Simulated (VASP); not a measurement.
# TiAl (P1) in VASP: single point with PBE

Aim: the single point of TiAl with PBE.

Program: VASP 6.6.1. These are calculated values, not measurements. Logs are shortened: lines on timing, memory, paths and dates and some standing lists are left out, and cuts for length are marked.

### 1 The cell of the first run

The typed cell holds 2 atoms: a = 2.970 Å, b = 2.845 Å, c = 4.768 Å, α = 85.79°, β = 92.41°, γ = 119.15°.

### 2 Single point, PBE (atoms moved at random and the cell strained at random)

INCAR reads:

```
ALGO = Normal
EDIFF = 1E-6
ENCUT = 500
GGA = PE
GGA_COMPAT = False
ISIF = 2
ISMEAR = 0
LASPH = True
LCHARG = False
LREAL = False
LWAVE = False
NBANDS = 14
NELM = 120
PREC = Accurate
SIGMA = 0.1
```

KPOINTS reads:

```
k-points
0
Gamma
  14 14 8
```

POSCAR reads:

```
TiAl
1.0
    2.9687059705      0.0591802925     -0.0628503881
   -1.4331013485      2.4556424402      0.1059188521
   -0.1025435794      0.1403424900      4.7649550013
Ti Al
1 1
Direct
   -0.0172717481      0.0290642191     -0.0473078396
    0.3506050781      0.6376024509      0.5473078396
```

Potentials or basis: VASP PAW PBE potentials, release 64 (Ti_sv, Al).

The run is started by

```console
cat potpaw_PBE.64/Ti_sv/POTCAR potpaw_PBE.64/Al/POTCAR > POTCAR
mpirun -np 1 vasp_std > vasp.out
```

OUTCAR:

```text
EDIFF = 1E-6
   ENCUT = 500
   GGA = PE
   ISIF = 2
   ISMEAR = 0
   LASPH = True
   LREAL = False
   NELM = 120
   PREC = Accurate

 ion  position               nearest neighbor table
   1  0.983  0.029  0.953-   2 2.40   2 2.54   2 2.80
   2  0.351  0.638  0.547-   1 2.40   1 2.54   1 2.80

  LATTYP: Found a triclinic cell.
 ALAT       =     2.8452026417
 B/A-ratio  =     1.0357464444
 C/A-ratio  =     1.6758469231
 COS(alpha) =     0.0285163299
 COS(beta)  =     0.0734383290
 COS(gamma) =     0.4746097567

  Lattice vectors:

 A1 = (   1.4331013485,  -2.4556424402,  -0.1059188521)
 A2 = (  -1.5356046220,  -2.5148227327,  -0.0430684640)
 A3 = (   0.1025435794,  -0.1403424900,  -4.7649550013)

Analysis of symmetry for initial positions (statically):
=====================================================================
 Subroutine PRICEL returns:
 Original cell was already a primitive cell.

 Routine SETGRP: Setting up the symmetry group for a
 triclinic supercell.

 Subroutine GETGRP returns: Found  1 space group operations
 (whereof  1 operations were pure point group operations)
 out of a pool of  2 trial point group operations.

The static configuration has the point symmetry C_1 .

Analysis of symmetry for dynamics (positions and initial velocities):
=====================================================================
 Subroutine PRICEL returns:
 Original cell was already a primitive cell.

 Routine SETGRP: Setting up the symmetry group for a
 triclinic supercell.

 Subroutine GETGRP returns: Found  1 space group operations
 (whereof  1 operations were pure point group operations)
 out of a pool of  2 trial point group operations.

The dynamic configuration has the point symmetry C_1 .

 Subroutine INISYM returns: Found  1 space group operations
 (whereof  1 operations are pure point group operations),
 and found     1 'primitive' translations

----------------------------------------------------------------------------------------

                                     Primitive cell

  volume of cell :      35.0931

  direct lattice vectors                    reciprocal lattice vectors
     2.968705970  0.059180293 -0.062850388     0.333004808  0.194277738  0.001444312
    -1.433101348  2.455642440  0.105918852    -0.008286879  0.402908772 -0.012045232
    -0.102543579  0.140342490  4.764955001     0.004576584 -0.006393597  0.210152371

  length of vectors
     2.969960878  2.845202642  4.768124093     0.385536156  0.403173956  0.210299411

  position of ions in fractional coordinates (direct lattice)
     0.982728252  0.029064219  0.952692160
     0.350605078  0.637602451  0.547307840

  ion indices of the primitive-cell ions
   primitive index   ion index
                 1           1
                 2           2

----------------------------------------------------------------------------------------

 KPOINTS: k-points

Automatic generation of k-mesh.
 Grid dimensions read from file:
 generate k-points for:   14   14    8

 Generating k-lattice:

  Cartesian coordinates                     Fractional coordinates (reciprocal lattice)
     0.023786058  0.013876981  0.000103165     0.071428571 -0.000000000 -0.000000000
    -0.000591920  0.028779198 -0.000860374    -0.000000000  0.071428571 -0.000000000
     0.000572073 -0.000799200  0.026269046     0.000000000 -0.000000000  0.125000000

  Length of vectors
     0.027538297  0.028798140  0.026287426

  Shift w.r.t. Gamma in fractional coordinates (k-lattice)
     0.000000000  0.000000000  0.000000000

 Subroutine IBZKPT returns following result:
 ===========================================

 Found    788 irreducible k-points:

 Following reciprocal coordinates:
            Coordinates               Weight
  0.000000  0.000000  0.000000      1.000000
  0.071429 -0.000000 -0.000000      2.000000
  0.142857 -0.000000  0.000000      2.000000
  0.214286 -0.000000 -0.000000      2.000000
  0.285714 -0.000000 -0.000000      2.000000
  0.357143 -0.000000 -0.000000      2.000000
[... 16 lines left out ...]
  0.000000  0.142857  0.000000      2.000000
  0.071429  0.142857  0.000000      2.000000
 [... further k-points ...]
   k-points           NKPTS =    788   k-points in BZ     NKDIM =    788   number of bands    NBANDS=     14
   number of dos      NEDOS =    301   number of ions     NIONS =      2
   total plane-waves  NPLWV =  20736
   dimension x,y,z NGX =    24 NGY =   24 NGZ =   36
   dimension x,y,z NGXF=    48 NGYF=   48 NGZF=   72
   ions per type =               1   1
   NGX,Y,Z   is equivalent  to a cutoff of  13.43, 14.02, 12.55 a.u.
   NGXF,Y,Z  is equivalent  to a cutoff of  26.87, 28.05, 25.10 a.u.
 SYSTEM =  unknown system
   PREC   = accura    normal or accurate (medium, high low for compatibility)
   ISTART =      0    job   : 0-new  1-cont  2-samecut
   ICHARG =      2    charge: 1-file 2-atom 10-const
   ISPIN  =      1    spin polarized calculation?
   LNONCOLLINEAR =      F non collinear calculations
   LSORBIT =      F    spin-orbit coupling
   LASPH  =      T    aspherical Exc in radial PAW
   ENCUT  =  500.0 eV  36.75 Ry    6.06 a.u.   5.41  5.19  8.69*2*pi/ulx,y,z
   NELM   =    120;   NELMIN=  2; NELMDL= -5     # of ELM steps
   EDIFF  = 0.1E-05   stopping-criterion for ELM
   LREAL  =      F    real-space projection
   EDIFFG = 0.1E-04   stopping-criterion for IOM
   NSW    =      0    number of steps for IOM
   IBRION =     -1    ionic relax: 0-MD 1-quasi-New 2-CG
   NFREE  =      0    steps in history (QN), initial steepest desc. (CG)
   ISIF   =      2    stress and relaxation
   ISYM   =      2    0-nonsym 1-usesym 2-fastsym
   POTIM  = 0.5000    time-step for ionic-motion
   TEBEG  =    0.0;   TEEND  =   0.0 temperature during run
   PSTRESS=    0.0 pullay stress
   NELECT =      15.0000    total number of electrons
   NUPDOWN=      -1.0000    fix difference up-down
   EMIN   =  10.00;   EMAX   =-10.00  energy-range for DOS
   EFERMI =   0.00;   METHOD = LEGACY
   ISMEAR =     0;   SIGMA  =   0.10  broadening in eV -4-tet -1-fermi 0-gaus
   EFERMI_NEDOS =   21; number of points for ismear=-14 and -15
   IALGO  =     38    algorithm
   IMIX   =      4    mixing-type and parameters
     AMIX     =   0.40;   BMIX     =  1.00
     AMIX_MAG =   1.60;   BMIX_MAG =  1.00
  volume/ion in A,a.u.               =      17.55       118.41
  Fermi-wavevector in a.u.,A,eV,Ry     =   1.233194  2.330399 20.691303  1.520768
  Thomas-Fermi vector in A             =   2.367934
   LORBIT       =      0    0 simple, 1 ext, 2 COOP (PROOUT), +10 PAW based schemes
   GGA     = PE    functional components
   LHFCALC =     F    Hartree Fock is set to
   AEXX    =    0.0000 exact exchange contribution
   IVDW    =     0    specifies the selected vdW correction
   LEPSILON=     F    determine dielectric tensor
   LRPA    =     F    only Hartree local field effects (RPA)
 non-spin polarized calculation
 Gauss-broadening in eV      SIGMA  =   0.10
  energy-cutoff  :      500.00
  volume of cell :       35.09
 maximum number of plane-waves:       910
 NGX is ok and might be reduce to    24
   NGX = 11   NGY = 11   NGZ = 17

 number of electron      15.0000003 magnetization

 Free energy of the ion-electron system (eV)
  ---------------------------------------------------
  ext. energy  EPLUGINS =         0.00000000
  ---------------------------------------------------
  free energy    TOTEN  =       -11.29039548 eV

  energy without entropy =      -11.27724805  energy(sigma->0) =      -11.28382176

 E-fermi :   7.3058     XC(G=0): -10.6317

 val. band max:        7.3056497613   @ k =   0.2143  -0.4286   0.3750
 cond. band min:       7.3070291097   @ k =  -0.2143   0.0714   0.5000
 fundamental gap:      0.0013793484
 Fermi energy:         7.3058147926

 k-point     1 :       0.0000    0.0000    0.0000
  band No.  band energies     occupation
      1     -49.2333      2.00000
      2     -25.5638      2.00000
      3     -25.2299      2.00000
      4     -25.1726      2.00000
      5      -1.3562      2.00000
      6       4.7846      2.00000
      7       6.0178      2.00000
      8       8.1199      0.00000
      9       8.7468      0.00000
     10       9.6129      0.00000
     11       9.9431      0.00000
     12      10.9088      0.00000
     13      19.0180      0.00000
     14      19.6692      0.00000

 k-point     2 :       0.0714   -0.0000   -0.0000
  band No.  band energies     occupation
      1     -49.2301      2.00000
      2     -25.5603      2.00000
      3     -25.2530      2.00000
      4     -25.1771      2.00000
      5      -1.2407      2.00000
      6       4.8982      2.00000
      7       6.0263      2.00000
      8       8.0239      0.00000
      9       8.8281      0.00000
     10       9.6278      0.00000
     11       9.9271      0.00000
     12      10.9379      0.00000
     13      17.2498      0.00000
     14      19.3671      0.00000

 k-point     3 :       0.1429   -0.0000    0.0000
  band No.  band energies     occupation
      1     -49.2208      2.00000
      2     -25.5505      2.00000
      3     -25.3172      2.00000
      4     -25.1898      2.00000
      5      -0.8977      2.00000
      6       5.2025      2.00000
      7       6.0597      2.00000
      8       7.7666      0.00000
      9       9.0655      0.00000
     10       9.6593      0.00000
     11       9.9008      0.00000
     12      11.0217      0.00000
     13      15.1688      0.00000
     14      18.4371      0.00000
[... 324 lines left out ...]
 k-point    23 :       0.0000    0.1429    0.0000
  band No.  band energies     occupation
      1     -49.2170      2.00000
      2     -25.5473      2.00000
      3     -25.2917      2.00000
      4     -25.2389      2.00000
      5      -0.8548      2.00000
      6       5.2361      2.00000
      7       6.0923      2.00000
      8       8.1248      0.00000
      9       8.6582      0.00000
     10       9.5995      0.00000
     11       9.9538      0.00000
     12      11.0451      0.00000
     13      16.3311      0.00000
     14      17.2201      0.00000

 k-point    24 :       0.0714    0.1429    0.0000
  band No.  band energies     occupation
      1     -49.2084      2.00000
      2     -25.5382      2.00000
      3     -25.3564      2.00000
      4     -25.2451      2.00000
      5      -0.5126      2.00000
      6       5.4660      2.00000
      7       6.1635      2.00000
      8       7.7478      0.00000
      9       9.0680      0.00000
     10       9.5860      0.00000
     11       9.9921      0.00000
     12      11.1217      0.00000
     13      15.1178      0.00000
     14      15.6850      0.00000

 [... further k-points ...]

------------------------ aborting loop because EDIFF is reached ----------------------------------------

  FORCE on cell =-STRESS in cart. coord.  units (eV):
  Direction    XX          YY          ZZ          XY          YZ          ZX
  --------------------------------------------------------------------------------------
  -------------------------------------------------------------------------------------
  Total       -0.8042198      1.4212867      2.2320191      0.8343974     -1.4183986      0.3102510
  in kB      -36.7167278     64.8889773    101.9030368     38.0944908    -64.7571185     14.1645376
  external PRESSURE =      43.3584287 kB  Pullay stress =       0.0000000 kB

 VOLUME and BASIS-vectors are now :
 -----------------------------------------------------------------------------
  energy-cutoff  :      500.00
  volume of cell :       35.09
      direct lattice vectors                 reciprocal lattice vectors
     2.968705970  0.059180293 -0.062850388     0.333004808  0.194277738  0.001444312
    -1.433101348  2.455642440  0.105918852    -0.008286879  0.402908772 -0.012045232
    -0.102543579  0.140342490  4.764955001     0.004576584 -0.006393597  0.210152371

 POSITION                                       TOTAL-FORCE (eV/Angst)
 -----------------------------------------------------------------------------------
      2.77809      0.26323      4.48085         0.160488     -0.838695      3.329941
      0.07097      1.66328      2.65340        -0.160488      0.838695     -3.329941
 -----------------------------------------------------------------------------------
    total drift:                                0.000097      0.000043     -0.000364

  FREE ENERGIE OF THE ION-ELECTRON SYSTEM (eV)
  ---------------------------------------------------
  free  energy   TOTEN  =       -11.2903954815 eV

  energy  without entropy=      -11.2772480467  energy(sigma->0) =      -11.28382176
```

It took 7.7 min on 1 thread of Intel Xeon 8259CL, shared host; peak memory 0.47 GiB.

Results:

```
Free energy            : -11.2904 eV
Pressure               : 4.3 GPa
Largest force          : 3.438 eV/Å
Band gap on the k mesh : zero (an odd number of electrons rules out a gap without spin polarisation)
```

Forces in eV/Å, atoms in the order of the input:
```
Ti   0.160 -0.839  3.330
Al  -0.160  0.839 -3.330
```

Stress tensor (GPa, compression positive):
```
-3.67  3.81  1.42
 3.81  6.49 -6.48
 1.42 -6.48 10.19
```

Caveat: the cell differs from its parent crystal (atoms moved at random and the cell strained at random); the stress differs along the axes, from -4 to 10 GPa; forces of over 1 eV/Å act on the atoms, so gaps and moduli don't describe the material at rest.
